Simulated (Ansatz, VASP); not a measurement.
# SiGe3: VASP beside Ansatz

INCAR

```
SYSTEM = SiGe3
  ALGO = Normal
  EDIFF = 1E-6
  ENCUT = 500
  GGA = PE
  GGA_COMPAT = .False.
  ISIF = 2
  ISMEAR = 0
  LASPH = .True.
  LCHARG = .True.
  LELF = .True.
  LREAL = .False.
  LVHAR = .True.
  LWAVE = .False.
  NBANDS = 56
  NELM = 120
  PREC = Accurate
  SIGMA = 0.1
```

Contents of KPOINTS:

```
k-points
0
Gamma
  3 3 3
  0 0 0
```

File POSCAR:

```
SiGe3
1.0
    4.0047893453      2.3121662066      3.2703379848
   -4.0047893453      2.3121662066      3.2703379848
    0.0000000000     -4.6243324132      3.2703379848
Si Ge
2 6
Direct
    0.8785639348      0.8785639348      0.8785639348
    0.1214360652      0.1214360652      0.1214360652
    0.8787435561      0.3712810456      0.3712810456
    0.6287189544      0.6287189544      0.1212564439
    0.6287189544      0.1212564439      0.6287189544
    0.3712810456      0.3712810456      0.8787435561
    0.1212564439      0.6287189544      0.6287189544
    0.3712810456      0.8787435561      0.3712810456
```

Input for Ansatz:

```yaml
crystal:
  lattice:
    - [4.0047893453, 2.3121662066, 3.2703379848]
    - [-4.0047893453, 2.3121662066, 3.2703379848]
    - [0.0, -4.6243324132, 3.2703379848]
  atoms:
    - { symbol: Si, position: [0.8785639348, 0.8785639348, 0.8785639348] }
    - { symbol: Si, position: [0.1214360652, 0.1214360652, 0.1214360652] }
    - { symbol: Ge, position: [0.8787435561, 0.3712810456, 0.3712810456] }
    - { symbol: Ge, position: [0.6287189544, 0.6287189544, 0.1212564439] }
    - { symbol: Ge, position: [0.6287189544, 0.1212564439, 0.6287189544] }
    - { symbol: Ge, position: [0.3712810456, 0.3712810456, 0.8787435561] }
    - { symbol: Ge, position: [0.1212564439, 0.6287189544, 0.6287189544] }
    - { symbol: Ge, position: [0.3712810456, 0.8787435561, 0.3712810456] }
basis:
  ecutwfc: 420
kpoints:
  mp_grid: { grid: [3, 3, 3] }
hamiltonian:
  xc: pbe
scf:
  occupations: { method: gaussian, width: 0.1 }
  lower_state_search: "off"
output:
  forces: true
  stress: true
  eigenvalues: true
```

Alike in both runs: task single point; functional PBE; k mesh 3 × 3 × 3; occupations gaussian, width 0.1 eV; no spin polarisation.

|  | VASP | Ansatz |
| --- | --- | --- |
| version | VASP 6.6.1 | Ansatz 0.2.0 |
| potentials or method | VASP PAW PBE potentials, release 64 (Si, Ge_d), cutoff 500 eV | scalar-relativistic, plane waves, PAW |
| valence electrons in the cell | 92 | 92 |

|  | VASP | Ansatz | Ansatz less VASP |
| --- | --- | --- | --- |
| gap on the k mesh at the Fermi level (eV) | 0.49 | 0.48 | -0.005 |
| least direct gap on the mesh (eV) | 0.49 | 0.48 | -0.005 |
| pressure (GPa) | 0.2 | 0.3 | +0.11 |
| traceless stress, the component that is largest in VASP (GPa) | -0.07 | -0.08 | -0.007 |
| rms of the force components (eV/Å) | 0.036 | 0.037 | +0.0007 |

Atom by atom the forces differ by 0.001 eV/Å (rms over components).
